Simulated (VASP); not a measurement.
# LiH (Fm-3m) in VASP: G0W0 quasiparticle levels with HSE06

Aim: the G0W0 quasiparticle levels of LiH with HSE06.

Everything below comes from runs of VASP 6.6.1. Logs are shortened: lines on timing, memory, paths and dates and some standing lists are left out, and cuts for length are marked.

## (1) The cell of the first run

Symmetry: Fm-3m, No. 225, cubic system. The conventional cell has a = 3.997 Å, b = 3.997 Å, c = 3.997 Å, α = 90.00°, β = 90.00°, γ = 90.00°. Within 2.6 Å of Li (site symmetry m-3m) lie 6 H at 2.00 Å. Within 2.6 Å of H (site symmetry m-3m) lie 6 Li at 2.00 Å.

## (2) G0W0 quasiparticle levels, HSE06

POSCAR reads:

```
LiH
1.0
    0.0000000000      1.9984726907      1.9984726907
    1.9984726907      0.0000000000      1.9984726907
    1.9984726907      1.9984726907      0.0000000000
Li H
1 1
Direct
    0.0000000000      0.0000000000      0.0000000000
    0.5000000000      0.5000000000      0.5000000000
```

INCAR.step1 reads:

```
SYSTEM = LiH
PREC = Accurate ; ENCUT = 500
EDIFF = 1E-5 ; ISMEAR = 0
SIGMA = 0.02 ; LREAL = .False.
LASPH = .True. ; NELM = 60
ALGO = Normal ; ISIF = 2
LWAVE = .True. ; LCHARG = .False.
GGA = PE
```

INCAR.step2 reads:

```
SYSTEM = LiH
PREC = Accurate ; ENCUT = 500
EDIFF = 1E-8 ; ISMEAR = 0
SIGMA = 0.01 ; LREAL = .False.
LASPH = .True. ; NELM = 60
ALGO = Normal ; LWAVE = .True.
LCHARG = .False. ; GGA = PE
LHFCALC = .True. ; HFSCREEN = 0.2
PRECFOCK = Normal ; ISTART = 1
```

INCAR.step3 reads:

```
SYSTEM = LiH
PREC = Accurate ; ENCUT = 500
EDIFF = 1E-8 ; ISMEAR = 0
SIGMA = 0.01 ; LREAL = .False.
LASPH = .True. ; NELM = 1
ALGO = Exact ; LWAVE = .True.
LCHARG = .False. ; GGA = PE
LHFCALC = .True. ; HFSCREEN = 0.2
PRECFOCK = Normal ; ISTART = 1
NBANDS = 61 ; LOPTICS = .True.
```

INCAR.step4 reads:

```
SYSTEM = LiH
PREC = Accurate ; ENCUT = 500
EDIFF = 1E-8 ; ISMEAR = 0
SIGMA = 0.01 ; LREAL = .False.
LASPH = .True. ; ALGO = EVGW0
LWAVE = .False. ; LCHARG = .False.
GGA = PE ; LHFCALC = .True.
HFSCREEN = 0.2 ; PRECFOCK = Fast
ISTART = 1 ; NELMGW = 1
NBANDS = 61 ; ENCUTGW = 140.0
NOMEGA = 48 ; NBANDSGW = 9
```

KPOINTS reads:

```
Automatic mesh
0
Gamma
  6 6 6
  0 0 0
```

Potentials or basis: VASP PAW PBE potentials, release 64 (Li_GW, H_GW).

Run with:

```console
$ cat potpaw_PBE.64/Li_GW/POTCAR potpaw_PBE.64/H_GW/POTCAR > POTCAR
$ cp INCAR.step1 INCAR
$ mpirun -np 1 vasp_std > vasp.out
$ cp INCAR.step2 INCAR
$ mpirun -np 1 vasp_std > vasp.out
$ cp INCAR.step3 INCAR
$ mpirun -np 1 vasp_std > vasp.out
$ cp INCAR.step4 INCAR
$ mpirun -np 1 vasp_std > vasp.out
```

OUTCAR:

```text
SYSTEM = LiH
   PREC = Accurate
   ENCUT = 500
   EDIFF = 1E-8
   ISMEAR = 0
   LREAL = .False.
   LASPH = .True.
   GGA = PE
   LHFCALC = .True.
   HFSCREEN = 0.2
   PRECFOCK = Fast
   ISTART = 1
   NELMGW = 1
   ENCUTGW = 140.0

 ion  position               nearest neighbor table
   1  0.000  0.000  0.000-   2 2.00   2 2.00   2 2.00   2 2.00   2 2.00   2 2.00
   2  0.500  0.500  0.500-   1 2.00   1 2.00   1 2.00   1 2.00   1 2.00   1 2.00

  LATTYP: Found a face centered cubic cell.
 ALAT       =     3.9969453814

  Lattice vectors:

 A1 = (   0.0000000000,   1.9984726907,   1.9984726907)
 A2 = (   1.9984726907,   0.0000000000,   1.9984726907)
 A3 = (   1.9984726907,   1.9984726907,   0.0000000000)

Analysis of symmetry for initial positions (statically):
=====================================================================
 Subroutine PRICEL returns:
 Original cell was already a primitive cell.

 Routine SETGRP: Setting up the symmetry group for a
 face centered cubic supercell.

 Subroutine GETGRP returns: Found 48 space group operations
 (whereof 48 operations were pure point group operations)
 out of a pool of 48 trial point group operations.

The static configuration has the point symmetry O_h .

Analysis of symmetry for dynamics (positions and initial velocities):
=====================================================================
 Subroutine PRICEL returns:
 Original cell was already a primitive cell.

 Routine SETGRP: Setting up the symmetry group for a
 face centered cubic supercell.

 Subroutine GETGRP returns: Found 48 space group operations
 (whereof 48 operations were pure point group operations)
 out of a pool of 48 trial point group operations.

The dynamic configuration has the point symmetry O_h .

 Subroutine INISYM returns: Found 48 space group operations
 (whereof 48 operations are pure point group operations),
[... 69 lines left out ...]
   k-points           NKPTS =     16   k-points in BZ     NKDIM =    216   number of bands    NBANDS=     61
   number of dos      NEDOS =    301   number of ions     NIONS =      2
   total plane-waves  NPLWV =  13824
   dimension x,y,z NGX =    24 NGY =   24 NGZ =   24
   dimension x,y,z NGXF=    48 NGYF=   48 NGZF=   48
   ions per type =               1   1
   NGX,Y,Z   is equivalent  to a cutoff of  14.12, 14.12, 14.12 a.u.
   NGXF,Y,Z  is equivalent  to a cutoff of  28.23, 28.23, 28.23 a.u.
 SYSTEM =  LiH
   PREC   = accura    normal or accurate (medium, high low for compatibility)
   ISTART =      1    job   : 0-new  1-cont  2-samecut
   ICHARG =      0    charge: 1-file 2-atom 10-const
   ISPIN  =      1    spin polarized calculation?
   LNONCOLLINEAR =      F non collinear calculations
   LSORBIT =      F    spin-orbit coupling
   LASPH  =      T    aspherical Exc in radial PAW
   ENCUT  =  500.0 eV  36.75 Ry    6.06 a.u.   5.15  5.15  5.15*2*pi/ulx,y,z
   NELM   =     60;   NELMIN=  2; NELMDL=  0     # of ELM steps
   EDIFF  = 0.1E-07   stopping-criterion for ELM
   LREAL  =      F    real-space projection
   EDIFFG = 0.1E-06   stopping-criterion for IOM
   NSW    =      0    number of steps for IOM
   IBRION =     -1    ionic relax: 0-MD 1-quasi-New 2-CG
   NFREE  =      0    steps in history (QN), initial steepest desc. (CG)
   ISIF   =      0    stress and relaxation
   ISYM   =      3    0-nonsym 1-usesym 2-fastsym
   POTIM  = 0.5000    time-step for ionic-motion
   TEBEG  =    0.0;   TEEND  =   0.0 temperature during run
   PSTRESS=    0.0 pullay stress
   NELECT =       2.0000    total number of electrons
   NUPDOWN=      -1.0000    fix difference up-down
   EMIN   =  10.00;   EMAX   =-10.00  energy-range for DOS
   EFERMI =   0.00;   METHOD = LEGACY
   ISMEAR =     0;   SIGMA  =   0.01  broadening in eV -4-tet -1-fermi 0-gaus
   EFERMI_NEDOS =   21; number of points for ismear=-14 and -15
   IALGO  =     38    algorithm
   IMIX   =      1    mixing-type and parameters
     AMIX     =   0.40;   BMIX     =  1.00
     AMIX_MAG =   1.60;   BMIX_MAG =  1.00
  volume/ion in A,a.u.               =       7.98        53.86
  Fermi-wavevector in a.u.,A,eV,Ry     =   0.819175  1.548016  9.130155  0.671047
  Thomas-Fermi vector in A             =   1.929933
   LORBIT       =      0    0 simple, 1 ext, 2 COOP (PROOUT), +10 PAW based schemes
   GGA     = PE    functional components
   LHFCALC =     T    Hartree Fock is set to
   PRECFOCK=fast      Normal, Fast or Accurate (Low or Medium for compatibility)
   ENCUT4O =  -1.0   cutoff for four orbital integrals eV
   NKREDX  =     1    reduce k-point grid by
   NKREDY  =     1    reduce k-point grid by
   NKREDZ  =     1    reduce k-point grid by
   AEXX    =    1.0000 exact exchange contribution
   HFSCREEN=    0.0000 screening length (either q_TF or 0.3 A-1)
   HFSCREENC=   0.2000 screening length for correlation (either q_TF or 0.3 A-1)
   ENCUTFOCK=  -1.0 apply spherical cutoff to Coloumb kernel
   IVDW    =     0    specifies the selected vdW correction
   LEPSILON=     F    determine dielectric tensor
   LRPA    =     F    only Hartree local field effects (RPA)
   LRPAFORCE           =     F    calculate RPA forces
   ENCUTGW             = 140.0    cutoff for response function in eV
   ENCUTGWSOFT         = 112.0    soft cutoff for Coulomb kernel in GW response function in eV
   ENCUTLF             =  -1.0    cutoff for local field effects
   NELMGW              =     1    number of iterations in solving QP/BSE equation
   NELMHF              =     1    number of iterations in the inner HF iteration
   NKREDLFX            =     1    NKREDLFY  =   1   NKREDLFZ  =   1
 non-spin polarized calculation
 Gauss-broadening in eV      SIGMA  =   0.01
  energy-cutoff  :      500.00
  volume of cell :       15.96
 maximum number of plane-waves:       419
 NGX is ok and might be reduce to    24
  NGX = 12; NGY = 12; NGZ = 12
 maximum number of plane-waves:        70

 QP shifts <psi_nk| G(iteration)W_0 |psi_nk>: iteration 1
 for sc-GW calculations column KS-energies equals QP-energies in previous step
 and V_xc(KS)=  KS-energies - (<T + V_ion + V_H > + <T+V_H+V_ion>^1  + <V_x>^1)

 k-point   1 :       0.0000    0.0000    0.0000
  band No.  KS-energies  QP-energies   sigma(KS)   V_xc(KS)     V^pw_x(r,r')   Z            occupation Imag(sigma)

      1      -9.4757     -10.2962     -11.8681     -10.7087     -15.2161       0.7077       2.0000       0.2071
      2      14.7183      14.8408      -9.9336     -10.1054      -4.1316       0.7124       0.0000      -0.7448
      3      16.2979      16.8777      -6.2435      -6.9953      -1.3818       0.7712       0.0000      -0.4408
      4      16.2979      16.8777      -6.2435      -6.9953      -1.3818       0.7712       0.0000      -0.4408
      5      16.2979      16.8777      -6.2435      -6.9953      -1.3818       0.7712       0.0000      -0.4408
      6      20.8598      20.7124      -6.6711      -6.4952      -1.0971       0.8381       0.0000      -1.7049
      7      20.8598      20.7124      -6.6711      -6.4952      -1.0971       0.8381       0.0000      -1.7049
      8      20.8598      20.7124      -6.6711      -6.4952      -1.0971       0.8381       0.0000      -1.7049
      9      22.4172      22.6002      -5.8849      -6.0947      -0.8068       0.8720       0.0000      -1.6270
[... 186 lines left out ...]
      1      -3.5282      -4.5149     -13.1435     -11.8932     -14.6553       0.7892       2.0000       0.0713
      2       1.7245       2.2594      -6.3936      -7.0511      -3.0422       0.8136       0.0000      -0.0731
      3       4.9092       5.4168      -6.3072      -6.9448      -2.4576       0.7962       0.0000      -0.0953
      4       9.6266      10.0161      -6.5544      -7.0597      -2.1441       0.7707       0.0000      -0.1967
      5      15.9537      16.2770      -7.0188      -7.4485      -1.7457       0.7526       0.0000      -0.6136
      6      18.0694      18.1361      -6.4476      -6.5293      -1.1669       0.8165       0.0000      -1.2274
      7      27.3582      27.8776      -5.8687      -6.4675      -0.8124       0.8673       0.0000      -1.8641
      8      27.8156      28.5993      -6.6062      -7.4704      -1.4356       0.9069       0.0000      -2.0327
      9      34.5903      36.2318      -5.8698      -7.6448      -1.1258       0.9248       0.0000      -2.0241
```

OUTCAR.step2:

```text
SYSTEM = LiH
   PREC = Accurate
   ENCUT = 500
   EDIFF = 1E-8
   ISMEAR = 0
   LREAL = .False.
   LASPH = .True.
[... 342 lines left out ...]
      0.00000      0.00000      0.00000         0.000000      0.000000      0.000000
      1.99847      1.99847      1.99847        -0.000000     -0.000000     -0.000000
 -----------------------------------------------------------------------------------
    total drift:                               -0.000002     -0.000002     -0.000002

  FREE ENERGIE OF THE ION-ELECTRON SYSTEM (eV)
  ---------------------------------------------------
  free  energy   TOTEN  =        -6.7805939302 eV

  energy  without entropy=       -6.7805939302  energy(sigma->0) =       -6.78059393
```

Wall time 14 min (1 thread of AMD EPYC 7R13, shared host); peak memory 0.33 GiB.

Results:

```yaml
Band_gap_on_the_k_mesh_mean-field_level: 2.98 eV, direct
Quasiparticle_gap: 5.52 eV
Least_direct_quasiparticle_gap: 5.52 eV
```

Levels at points of the mesh, in eV from the valence-band top:
```
           k point  band 1  band 2  band 3  band 4
(0.00, 0.00, 0.00)   -5.49   16.21   17.99   17.99
(0.50, 0.00, 0.00)   -2.65    4.92   13.78   16.59
(0.50, 0.50, 0.00)    0.00    2.98   10.87   10.87
```

Caveat: the k points lie up to 0.45 Å⁻¹ apart; bands, screening cutoff and mesh are small and nothing is extrapolated, so the quasiparticle values aren't converged. A k mesh can miss the band edges.
